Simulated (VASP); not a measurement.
# Pb (Pm-3m) in VASP: single point with LDA

Aim: the single point of Pb with LDA.

Program: VASP 6.6.1. These are calculated values, not measurements. Logs are shortened: lines on timing, memory, paths and dates and some standing lists are left out, and cuts for length are marked.

## 1. The cell of the first run

It takes space group Pm-3m (No. 221, cubic). The conventional cell has a = 4.361 Å, b = 4.361 Å, c = 4.361 Å, α = 90.00°, β = 90.00°, γ = 90.00°. Within 5.7 Å of Pb (site symmetry m-3m) lie 6 Pb at 4.36 Å.

This isn't the form of Pb at room conditions, which is fcc.

## 2. Single point, LDA

INCAR

```
ALGO     = Normal         # electronic algorithm
EDIFF    = 1E-6           # SCF threshold, eV
ENCUT    = 500            # plane-wave cutoff, eV
GGA_COMPAT= False        
ISIF     = 2              # what is computed and relaxed
ISMEAR   = -1             # smearing method
LASPH    = True           # aspherical terms in the spheres
LCHARG   = True           # write CHGCAR
LELF     = True           # ELF
LREAL    = False          # projectors in reciprocal space
LVHAR    = True         
LWAVE    = False          # write WAVECAR
NBANDS   = 13             # bands
NELM     = 120            # most SCF steps
PREC     = Accurate       # precision mode
SIGMA    = 0.1            # smearing width, eV
```

KPOINTS

```
k-points
0
Gamma
  5 5 5
```

POSCAR

```
Pb
1.0
    4.3607840000      0.0000000000      0.0000000000
    0.0000000000      4.3607840000      0.0000000000
    0.0000000000      0.0000000000      4.3607840000
Pb
1
Direct
    0.5000000000      0.5000000000      0.5000000000
```

Potentials or basis: VASP PAW LDA potentials, release 64 (Pb_d).

Launch:

```bash
$ cat potpaw_LDA.64/Pb_d/POTCAR > POTCAR
$ mpirun -np 1 vasp_std > vasp.out
```

OUTCAR:

```text
EDIFF = 1E-6
   ENCUT = 500
   ISIF = 2
   ISMEAR = -1
   LASPH = True
   LREAL = False
   NELM = 120
   PREC = Accurate

 ion  position               nearest neighbor table
   1  0.500  0.500  0.500-

  LATTYP: Found a simple cubic cell.
 ALAT       =     4.3607840000

  Lattice vectors:

 A1 = (   4.3607840000,   0.0000000000,   0.0000000000)
 A2 = (   0.0000000000,   4.3607840000,   0.0000000000)
 A3 = (   0.0000000000,   0.0000000000,   4.3607840000)

Analysis of symmetry for initial positions (statically):
=====================================================================
 Subroutine PRICEL returns:
 Original cell was already a primitive cell.

 Routine SETGRP: Setting up the symmetry group for a
 simple cubic supercell.

 Subroutine GETGRP returns: Found 48 space group operations
 (whereof 48 operations were pure point group operations)
 out of a pool of 48 trial point group operations.

The static configuration has the point symmetry O_h .

Analysis of symmetry for dynamics (positions and initial velocities):
=====================================================================
 Subroutine PRICEL returns:
 Original cell was already a primitive cell.

 Routine SETGRP: Setting up the symmetry group for a
 simple cubic supercell.

 Subroutine GETGRP returns: Found 48 space group operations
 (whereof 48 operations were pure point group operations)
 out of a pool of 48 trial point group operations.

The dynamic configuration has the point symmetry O_h .

 Subroutine INISYM returns: Found 48 space group operations
 (whereof 48 operations are pure point group operations),
 and found     1 'primitive' translations

----------------------------------------------------------------------------------------

                                     Primitive cell

  volume of cell :      82.9266

  direct lattice vectors                    reciprocal lattice vectors
     4.360784000  0.000000000  0.000000000     0.229316563  0.000000000  0.000000000
     0.000000000  4.360784000  0.000000000     0.000000000  0.229316563  0.000000000
     0.000000000  0.000000000  4.360784000     0.000000000  0.000000000  0.229316563

  length of vectors
     4.360784000  4.360784000  4.360784000     0.229316563  0.229316563  0.229316563

  position of ions in fractional coordinates (direct lattice)
     0.500000000  0.500000000  0.500000000

  ion indices of the primitive-cell ions
   primitive index   ion index
                 1           1

----------------------------------------------------------------------------------------

 KPOINTS: k-points

Automatic generation of k-mesh.
 Grid dimensions read from file:
 generate k-points for:    5    5    5

 Generating k-lattice:

  Cartesian coordinates                     Fractional coordinates (reciprocal lattice)
     0.045863313  0.000000000  0.000000000     0.200000000  0.000000000  0.000000000
     0.000000000  0.045863313  0.000000000     0.000000000  0.200000000  0.000000000
     0.000000000  0.000000000  0.045863313     0.000000000  0.000000000  0.200000000

  Length of vectors
     0.045863313  0.045863313  0.045863313

  Shift w.r.t. Gamma in fractional coordinates (k-lattice)
     0.000000000  0.000000000  0.000000000

 Subroutine IBZKPT returns following result:
 ===========================================

 Found     10 irreducible k-points:

 Following reciprocal coordinates:
            Coordinates               Weight
  0.000000  0.000000  0.000000      1.000000
  0.200000  0.000000  0.000000      6.000000
  0.400000  0.000000  0.000000      6.000000
  0.200000  0.200000  0.000000     12.000000
  0.400000  0.200000  0.000000     24.000000
  0.400000  0.400000  0.000000     12.000000
  0.200000  0.200000  0.200000      8.000000
  0.400000  0.200000  0.200000     24.000000
  0.400000  0.400000  0.200000     24.000000
  0.400000  0.400000  0.400000      8.000000
   k-points           NKPTS =     10   k-points in BZ     NKDIM =     10   number of bands    NBANDS=     13
   number of dos      NEDOS =    301   number of ions     NIONS =      1
   total plane-waves  NPLWV =  32768
   dimension x,y,z NGX =    32 NGY =   32 NGZ =   32
   dimension x,y,z NGXF=    64 NGYF=   64 NGZF=   64
   ions per type =               1
   NGX,Y,Z   is equivalent  to a cutoff of  12.20, 12.20, 12.20 a.u.
   NGXF,Y,Z  is equivalent  to a cutoff of  24.40, 24.40, 24.40 a.u.
 SYSTEM =  unknown system
   PREC   = accura    normal or accurate (medium, high low for compatibility)
   ISTART =      0    job   : 0-new  1-cont  2-samecut
   ICHARG =      2    charge: 1-file 2-atom 10-const
   ISPIN  =      1    spin polarized calculation?
   LNONCOLLINEAR =      F non collinear calculations
   LSORBIT =      F    spin-orbit coupling
   LASPH  =      T    aspherical Exc in radial PAW
   ENCUT  =  500.0 eV  36.75 Ry    6.06 a.u.   7.95  7.95  7.95*2*pi/ulx,y,z
   NELM   =    120;   NELMIN=  2; NELMDL= -5     # of ELM steps
   EDIFF  = 0.1E-05   stopping-criterion for ELM
   LREAL  =      F    real-space projection
[... 7 lines left out ...]
   TEBEG  =    0.0;   TEEND  =   0.0 temperature during run
   PSTRESS=    0.0 pullay stress
   NELECT =      14.0000    total number of electrons
   NUPDOWN=      -1.0000    fix difference up-down
   EMIN   =  10.00;   EMAX   =-10.00  energy-range for DOS
   EFERMI =   0.00;   METHOD = LEGACY
   ISMEAR =    -1;   SIGMA  =   0.10  broadening in eV -4-tet -1-fermi 0-gaus
   EFERMI_NEDOS =   21; number of points for ismear=-14 and -15
   IALGO  =     38    algorithm
   IMIX   =      4    mixing-type and parameters
     AMIX     =   0.40;   BMIX     =  1.00
     AMIX_MAG =   1.60;   BMIX_MAG =  1.00
  volume/ion in A,a.u.               =      82.93       559.62
  Fermi-wavevector in a.u.,A,eV,Ry     =   0.904801  1.709825 11.138604  0.818664
  Thomas-Fermi vector in A             =   2.028291
   LORBIT       =      0    0 simple, 1 ext, 2 COOP (PROOUT), +10 PAW based schemes
   GGA     = CA    functional components
   LHFCALC =     F    Hartree Fock is set to
   AEXX    =    0.0000 exact exchange contribution
   IVDW    =     0    specifies the selected vdW correction
   LEPSILON=     F    determine dielectric tensor
   LRPA    =     F    only Hartree local field effects (RPA)
 non-spin polarized calculation
  energy-cutoff  :      500.00
  volume of cell :       82.93
 maximum number of plane-waves:      2121
 NGX is ok and might be reduce to    32
   NGX = 15   NGY = 15   NGZ = 15

 number of electron      13.9999995 magnetization

 Free energy of the ion-electron system (eV)
  ---------------------------------------------------
  ext. energy  EPLUGINS =         0.00000000
  ---------------------------------------------------
  free energy    TOTEN  =        -2.28376034 eV

  energy without entropy =       -2.23195950  energy(sigma->0) =       -2.25785992

 E-fermi :  -0.1835     XC(G=0):  -6.3811

 val. band max:       -0.3532387862   @ k =   0.4000   0.4000   0.2000
 cond. band min:      -0.0966859644   @ k =   0.4000   0.4000   0.4000
 fundamental gap:      0.2565528218
 Fermi energy:        -0.1834867506

 k-point     1 :       0.0000    0.0000    0.0000
  band No.  band energies     occupation
      1     -17.3616      2.00000
      2     -17.3616      2.00000
      3     -17.3340      2.00000
      4     -17.3340      2.00000
      5     -17.3340      2.00000
      6      -8.7171      2.00000
      7       1.7724      0.00000
      8       1.7724      0.00000
      9       1.7724      0.00000
     10       3.2082      0.00000
     11       5.9511      0.00000
     12       5.9511      0.00000
     13      11.5361      0.00000

 k-point     2 :       0.2000    0.0000    0.0000
  band No.  band energies     occupation
      1     -17.3613      2.00000
      2     -17.3521      2.00000
      3     -17.3364      2.00000
      4     -17.3364      2.00000
      5     -17.3338      2.00000
      6      -8.5969      2.00000
      7       0.1825      0.05016
      8       1.9291      0.00000
      9       1.9291      0.00000
     10       4.1114      0.00000
     11       6.2092      0.00000
     12       7.4930      0.00000
     13       9.7618      0.00000

 k-point     3 :       0.4000    0.0000    0.0000
  band No.  band energies     occupation
      1     -17.3608      2.00000
      2     -17.3403      2.00000
      3     -17.3403      2.00000
      4     -17.3368      2.00000
      5     -17.3335      2.00000
      6      -8.3783      2.00000
      7      -1.2105      1.99993
      8       2.2184      0.00000
      9       2.2184      0.00000
     10       5.0020      0.00000
     11       6.8844      0.00000
     12       7.2376      0.00000
     13       8.6338      0.00000
[... 81 lines left out ...]
 k-point     9 :       0.4000    0.4000    0.2000
  band No.  band energies     occupation
      1     -17.3473      2.00000
      2     -17.3425      2.00000
      3     -17.3425      2.00000
      4     -17.3387      2.00000
      5     -17.3233      2.00000
      6      -7.9506      2.00000
      7      -0.4442      1.86261
      8      -0.3532      1.69042
      9       1.3247      0.00000
     10       4.2265      0.00000
     11       6.5295      0.00000
     12       6.7781      0.00000
     13       9.0549      0.00000

 k-point    10 :       0.4000    0.4000    0.4000
  band No.  band energies     occupation
      1     -17.3469      2.00000
      2     -17.3469      2.00000
      3     -17.3469      2.00000
      4     -17.3230      2.00000
      5     -17.3230      2.00000
      6      -7.7558      2.00000
      7      -0.0967      0.59134
      8       0.0094      0.25374
      9       0.0094      0.25374
     10       4.7089      0.00000
     11       5.2303      0.00000
     12       5.2303      0.00000
     13       7.2931      0.00000

------------------------ aborting loop because EDIFF is reached ----------------------------------------

  FORCE on cell =-STRESS in cart. coord.  units (eV):
  Direction    XX          YY          ZZ          XY          YZ          ZX
  --------------------------------------------------------------------------------------
  -------------------------------------------------------------------------------------
  Total       -2.3787094     -2.3787094     -2.3787094     -0.0000000      0.0000000     -0.0000000
  in kB      -45.9576951    -45.9576951    -45.9576951     -0.0000000      0.0000000     -0.0000000
  external PRESSURE =     -45.9576951 kB  Pullay stress =       0.0000000 kB

 VOLUME and BASIS-vectors are now :
 -----------------------------------------------------------------------------
  energy-cutoff  :      500.00
  volume of cell :       82.93
      direct lattice vectors                 reciprocal lattice vectors
     4.360784000  0.000000000  0.000000000     0.229316563  0.000000000  0.000000000
     0.000000000  4.360784000  0.000000000     0.000000000  0.229316563  0.000000000
     0.000000000  0.000000000  4.360784000     0.000000000  0.000000000  0.229316563

 POSITION                                       TOTAL-FORCE (eV/Angst)
 -----------------------------------------------------------------------------------
      2.18039      2.18039      2.18039         0.000000      0.000000      0.000000
 -----------------------------------------------------------------------------------
    total drift:                                0.000000      0.000000     -0.000000

  FREE ENERGIE OF THE ION-ELECTRON SYSTEM (eV)
  ---------------------------------------------------
  free  energy   TOTEN  =        -2.2837603430 eV

  energy  without entropy=       -2.2319595041  energy(sigma->0) =       -2.25785992
```

It took 6.1 s on 1 thread of Intel Xeon 8259CL, shared host; peak memory 0.15 GiB.

Results:

```
Free energy            : -2.2838 eV
Pressure               : -4.6 GPa
Band gap on the k mesh : zero (bands 7 and 8 overlap by 2.31 eV)
```

Caveat: the cell stands under tension; spin-orbit coupling is left out, which moves the levels of the heavy elements.

The gap in the log of VASP goes by the Fermi energy; the results here count the filled bands.